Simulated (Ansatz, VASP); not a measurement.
# One calculation of Cu, two programs

The input POSCAR:

```
Cu
1.0
    0.0000000000      1.7881324402      1.7881324402
    1.7881324402      0.0000000000      1.7881324402
    1.7881324402      1.7881324402      0.0000000000
Cu
1
Direct
    0.0000000000      0.0000000000      0.0000000000
```

INCAR.step1

```
PREC = Accurate
ENCUT = 520
ISMEAR = -1
SIGMA = 0.1
LREAL = False
LASPH = True
NELM = 80
NBANDS = 12
GGA = PE
ALGO = Normal
EDIFF = 1E-4
LWAVE = True
LCHARG = False
```

File INCAR.step2:

```
PREC = Accurate
ENCUT = 520
EDIFF = 1E-6
ISMEAR = -1
SIGMA = 0.1
LREAL = False
LASPH = True
NELM = 80
ALGO = Normal
ISIF = 2
LWAVE = False
LCHARG = False
METAGGA = R2SCAN
LMIXTAU = True
NBANDS = 12
ISTART = 1
```

KPOINTS

```
regular mesh
0
Gamma
  2 2 2
```

Input for Ansatz:

```yaml
crystal:
  lattice:
    - [0.0, 1.7881324402, 1.7881324402]
    - [1.7881324402, 0.0, 1.7881324402]
    - [1.7881324402, 1.7881324402, 0.0]
  atoms:
    - { symbol: Cu, position: [0.0, 0.0, 0.0] }
hamiltonian:
  xc: r2scan
  pseudopotentials:
    kind: paw
    azcp:
      Cu: "pseudopotentials/Cu.paw.azcp"
basis:
  ecutwfc: 500
  fft_grid_basis: typed
kpoints:
  mp_grid: { grid: [2, 2, 2], shift: [0, 0, 0] }
magnetization:
  spin_polarized: false
scf:
  occupations: { method: fermi_dirac, width: 0.1 }
  lower_state_search: "off"
output:
  stress: true
```

Alike in both runs: task single point; functional r2SCAN; k mesh 2 × 2 × 2; occupations fermi-dirac, width 0.1 eV; no spin polarisation.

|  | VASP | Ansatz |
| --- | --- | --- |
| version | VASP 6.6.1 | Ansatz 0.2.0 |
| potentials or method | VASP PAW PBE potentials, release 64 (Cu), cutoff 520 eV | plane waves (500 eV) with PAW, scalar-relativistic |
| valence electrons in the cell | 11 | 19 |

Ansatz gave:

```
pressure (GPa) : 26.3
```

Q: Estimate VASP's values.

A: Pressure (GPa): 27.2.

VASP's potentials were made for PBE, not for r2SCAN. With one functional, cell and mesh, what is left measures potentials, basis and numerics. VASP's potentials hold 11 valence electrons a cell and Ansatz's 19, so a difference there can come from the potentials and not from the codes.

The k mesh is coarse, so the values compare programs but aren't converged.
